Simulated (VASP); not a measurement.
# SiC (R3m) in VASP: notebook

Runs on SiC. Level: PBE. Tasks: single point.

Program: VASP 6.6.1. These are calculated values, not measurements. Logs are shortened: lines on timing, memory, paths and dates and some standing lists are left out, and cuts for length are marked.

### 1 The cell of the first run

Symmetry: R3m, No. 160, trigonal system. The conventional cell has a = 3.016 Å, b = 3.016 Å, c = 7.040 Å, α = 90.00°, β = 90.00°, γ = 120.00°. Si (site symmetry 3m) has 4 C at 1.76 to 1.84 Å within 2.3 Å. C (site symmetry 3m) has 4 Si at 1.76 to 1.84 Å within 2.3 Å.

### 2 Single point, PBE

Input file INCAR:

```
ALGO = Normal
EDIFF = 1E-6
ENCUT = 520
GGA = PE
ISIF = 2
ISMEAR = 0
LASPH = T
LCHARG = F
LREAL = F
LWAVE = F
NBANDS = 11
NELM = 80
PREC = Accurate
SIGMA = 0.05
```

Input file KPOINTS:

```
k-points
0
Gamma
  12 12 12
```

Input file POSCAR:

```
SiC
1.0
    0.0000000000      2.1324328124      2.1324328124
    2.1324328124      0.0000000000      2.1324328124
    2.0656165843      2.0656165843      0.0668162281
Si C
1 1
Direct
    0.0000000000      0.0000000000      0.0000000000
    0.7500000000      0.7500000000      0.7500000000
```

Potentials or basis: VASP PAW PBE potentials, release 64 (Si, C).

Launch:

```
$ cat potpaw_PBE.64/Si/POTCAR potpaw_PBE.64/C/POTCAR > POTCAR
$ mpirun -np 1 vasp_std > vasp.out
```

OUTCAR:

```text
EDIFF = 1E-6
   ENCUT = 520
   GGA = PE
   ISIF = 2
   ISMEAR = 0
   LASPH = T
   LREAL = F
   NELM = 80
   PREC = Accurate

 ion  position               nearest neighbor table
   1  0.000  0.000  0.000-   2 1.76   2 1.84   2 1.84   2 1.84
   2  0.750  0.750  0.750-   1 1.76   1 1.84   1 1.84   1 1.84

  LATTYP: Found a trigonal (rhomboedric) cell.
 ALAT       =     2.9219870217
 COS(alpha) =     0.4674086020

  Lattice vectors:

 A1 = (   2.0656165843,  -0.0668162281,  -2.0656165843)
 A2 = (  -0.0668162281,   2.0656165843,  -2.0656165843)
 A3 = (   2.0656165843,   2.0656165843,   0.0668162281)

Analysis of symmetry for initial positions (statically):
=====================================================================
 Subroutine PRICEL returns:
 Original cell was already a primitive cell.

 Routine SETGRP: Setting up the symmetry group for a
 trigonal (rhombohedral) supercell.

 Subroutine GETGRP returns: Found  6 space group operations
 (whereof  6 operations were pure point group operations)
 out of a pool of 12 trial point group operations.

The static configuration has the point symmetry C_3v.

Analysis of symmetry for dynamics (positions and initial velocities):
=====================================================================
 Subroutine PRICEL returns:
 Original cell was already a primitive cell.

 Routine SETGRP: Setting up the symmetry group for a
 trigonal (rhombohedral) supercell.

 Subroutine GETGRP returns: Found  6 space group operations
 (whereof  6 operations were pure point group operations)
 out of a pool of 12 trial point group operations.

The dynamic configuration has the point symmetry C_3v.

 Subroutine INISYM returns: Found  6 space group operations
 (whereof  6 operations are pure point group operations),
 and found     1 'primitive' translations

----------------------------------------------------------------------------------------

                                     Primitive cell

  volume of cell :      18.4820

  direct lattice vectors                    reciprocal lattice vectors
     0.000000000  2.132432812  2.132432812    -0.238328567  0.230619385  0.238328567
     2.132432812  0.000000000  2.132432812     0.230619385 -0.238328567  0.238328567
     2.065616584  2.065616584  0.066816228     0.246037750  0.246037750 -0.246037750

  length of vectors
     3.015715404  3.015715404  2.921987022     0.408394800  0.408394800  0.426149884

  position of ions in fractional coordinates (direct lattice)
     0.000000000  0.000000000  0.000000000
     0.750000000  0.750000000  0.750000000
[... 81 lines left out ...]
   IBRION =     -1    ionic relax: 0-MD 1-quasi-New 2-CG
   NFREE  =      0    steps in history (QN), initial steepest desc. (CG)
   ISIF   =      2    stress and relaxation
   ISYM   =      2    0-nonsym 1-usesym 2-fastsym
   POTIM  = 0.5000    time-step for ionic-motion
   TEBEG  =    0.0;   TEEND  =   0.0 temperature during run
   PSTRESS=    0.0 pullay stress
   NELECT =       8.0000    total number of electrons
   NUPDOWN=      -1.0000    fix difference up-down
   EMIN   =  10.00;   EMAX   =-10.00  energy-range for DOS
   EFERMI =   0.00;   METHOD = LEGACY
   ISMEAR =     0;   SIGMA  =   0.05  broadening in eV -4-tet -1-fermi 0-gaus
   EFERMI_NEDOS =   21; number of points for ismear=-14 and -15
   IALGO  =     38    algorithm
   IMIX   =      4    mixing-type and parameters
     AMIX     =   0.40;   BMIX     =  1.00
     AMIX_MAG =   1.60;   BMIX_MAG =  1.00
  volume/ion in A,a.u.               =       9.24        62.36
  Fermi-wavevector in a.u.,A,eV,Ry     =   1.238384  2.340206 20.865810  1.533594
  Thomas-Fermi vector in A             =   2.372911
   LORBIT       =      0    0 simple, 1 ext, 2 COOP (PROOUT), +10 PAW based schemes
   GGA     = PE    functional components
   LHFCALC =     F    Hartree Fock is set to
   AEXX    =    0.0000 exact exchange contribution
   IVDW    =     0    specifies the selected vdW correction
   LEPSILON=     F    determine dielectric tensor
   LRPA    =     F    only Hartree local field effects (RPA)
 non-spin polarized calculation
 Gauss-broadening in eV      SIGMA  =   0.05
  energy-cutoff  :      520.00
  volume of cell :       18.48
 maximum number of plane-waves:       517
   NGX = 11   NGY = 11   NGZ = 11

 number of electron       8.0000000 magnetization

 Free energy of the ion-electron system (eV)
  ---------------------------------------------------
  ext. energy  EPLUGINS =         0.00000000
  ---------------------------------------------------
  free energy    TOTEN  =       -14.74694012 eV

  energy without entropy =      -14.74694012  energy(sigma->0) =      -14.74694012

 E-fermi :   9.8371     XC(G=0): -11.8557

 val. band max:        9.6285401674   @ k =   0.0000   0.0000   0.0000
 cond. band min:      10.6260987274   @ k =   0.5000   0.5000   0.0000
 fundamental gap:      0.9975585600
 Fermi energy:         9.8371147804

 k-point     1 :       0.0000    0.0000    0.0000
  band No.  band energies     occupation
      1      -6.8981      2.00000
      2       9.3148      2.00000
      3       9.3148      2.00000
      4       9.6285      2.00000
      5      16.5112      0.00000
      6      17.1638      0.00000
      7      17.1638      0.00000
      8      18.9253      0.00000
      9      24.6451      0.00000
     10      24.6451      0.00000
     11      27.4923      0.00000
[... 309 lines left out ...]
 k-point    24 :      -0.4167    0.1667   -0.0000
  band No.  band energies     occupation
      1      -2.6939      2.00000
      2       0.8220      2.00000
      3       6.2321      2.00000
      4       8.0260      2.00000
      5      15.1468      0.00000
      6      18.0914      0.00000
      7      19.0318      0.00000
      8      21.5191      0.00000
      9      24.8217      0.00000
     10      26.2782      0.00000
     11      28.9295      0.00000

 [... further k-points ...]
[... 5 lines left out ...]
  --------------------------------------------------------------------------------------
  -------------------------------------------------------------------------------------
  Total        4.1087189      4.1087189      4.1087189      1.4215207     -1.4215207     -1.4215207
  in kB      356.1787853    356.1787853    356.1787853    123.2295335   -123.2295335   -123.2295335
  external PRESSURE =     356.1787853 kB  Pullay stress =       0.0000000 kB

 VOLUME and BASIS-vectors are now :
 -----------------------------------------------------------------------------
  energy-cutoff  :      520.00
  volume of cell :       18.48
      direct lattice vectors                 reciprocal lattice vectors
     0.000000000  2.132432812  2.132432812    -0.238328567  0.230619385  0.238328567
     2.132432812  0.000000000  2.132432812     0.230619385 -0.238328567  0.238328567
     2.065616584  2.065616584  0.066816228     0.246037750  0.246037750 -0.246037750

 POSITION                                       TOTAL-FORCE (eV/Angst)
 -----------------------------------------------------------------------------------
      0.00000      0.00000      0.00000        -0.572327     -0.572327      0.572327
      3.14854      3.14854      3.24876         0.572327      0.572327     -0.572327
 -----------------------------------------------------------------------------------
    total drift:                                0.000033      0.000033     -0.000033

  FREE ENERGIE OF THE ION-ELECTRON SYSTEM (eV)
  ---------------------------------------------------
  free  energy   TOTEN  =       -14.7469401160 eV

  energy  without entropy=      -14.7469401160  energy(sigma->0) =      -14.74694012
```

stdout:

```text
POSCAR found type information on POSCAR SiC
 POSCAR found :  2 types and       2 ions
 scaLAPACK will be used
 LDA part: xc-table for (Slater+PW92), standard interpolation
 POSCAR, INCAR and KPOINTS ok, starting setup
 FFT: planning ... GRIDC
 FFT: planning ... GRID_SOFT
 FFT: planning ... GRID
 WAVECAR not read
 entering main loop
```

It took 16 s on 1 thread of Intel Xeon Platinum 8488C (Sapphire Rapids), shared host; peak memory 0.16 GiB.

What came out:

* Free energy: -14.7469 eV
* Pressure: 35.6 GPa
* Largest force: 0.991 eV/Å
* Band gap on the k mesh: 1.00 eV, indirect (least direct gap 4.29 eV)

Forces in eV/Å, atoms in the order of the input:
```
Si  -0.572 -0.572  0.572
C    0.572  0.572 -0.572
```

### 3 Single point, PBE

This run uses another cell than the first one, of 11.26 Å³/atom, 1.218 times its volume.

Input file INCAR:

```
  ALGO = Normal
  EDIFF = 1E-6
  ENCUT = 520
  GGA = PE
  ISIF = 2
  ISMEAR = 0
  LASPH = True
  LCHARG = True
  LELF = True
  LREAL = False
  LVHAR = True
  LWAVE = False
  NBANDS = 11
  NELM = 80
  PREC = Accurate
  SIGMA = 0.05
```

KPOINTS is that of step 2.

Input file POSCAR:

```
SiC
1.0
    0.0000000000      2.2173948841      2.2173948841
    2.2173948841      0.0000000000      2.2173948841
    2.2655862662      2.2655862662     -0.0481913821
Si C
1 1
Direct
    0.0000000000      0.0000000000      0.0000000000
    0.7500000000      0.7500000000      0.7500000000
```

Potentials or basis: VASP PAW PBE potentials, release 64 (Si, C).

Launch:

```
$ cat potpaw_PBE.64/Si/POTCAR potpaw_PBE.64/C/POTCAR > POTCAR
$ mpirun -np 1 vasp_std > vasp.out
```

It took 13 s on 1 thread of Intel Xeon Platinum 8559C (Emerald Rapids), shared host; peak memory 0.16 GiB.

The run converged. Its results:

* Free energy: -14.9759 eV
* Pressure: -12.6 GPa
* Largest force: 0.113 eV/Å
* Band gap on the k mesh: 1.36 eV, indirect (least direct gap 4.28 eV)

Forces in eV/Å, atoms in the order of the input:
```
Si   0.065  0.065 -0.065
C   -0.065 -0.065  0.065
```

Stress tensor (GPa, compression positive):
```
-12.64  -4.56   4.56
 -4.56 -12.64   4.56
  4.56   4.56 -12.64
```

Levels at points of the mesh, in eV from the valence-band top:
| k point | band 1 | band 2 | band 3 | band 4 | band 5 | band 6 | band 7 | band 8 |
| --- | --- | --- | --- | --- | --- | --- | --- | --- |
| (0.00, 0.00, 0.00) | -14.81 | -0.17 | 0.00 | 0.00 | 4.96 | 6.50 | 6.92 | 6.92 |
| (0.50, 0.00, 0.00) | -11.47 | -8.13 | -1.15 | -1.13 | 4.47 | 6.56 | 6.98 | 9.50 |
| (0.50, 0.50, 0.00) | -10.19 | -7.59 | -3.22 | -2.92 | 1.36 | 4.01 | 12.88 | 12.97 |
| (0.00, 0.00, 0.50) | -11.79 | -8.17 | -0.92 | -0.92 | 5.07 | 7.08 | 7.08 | 9.63 |
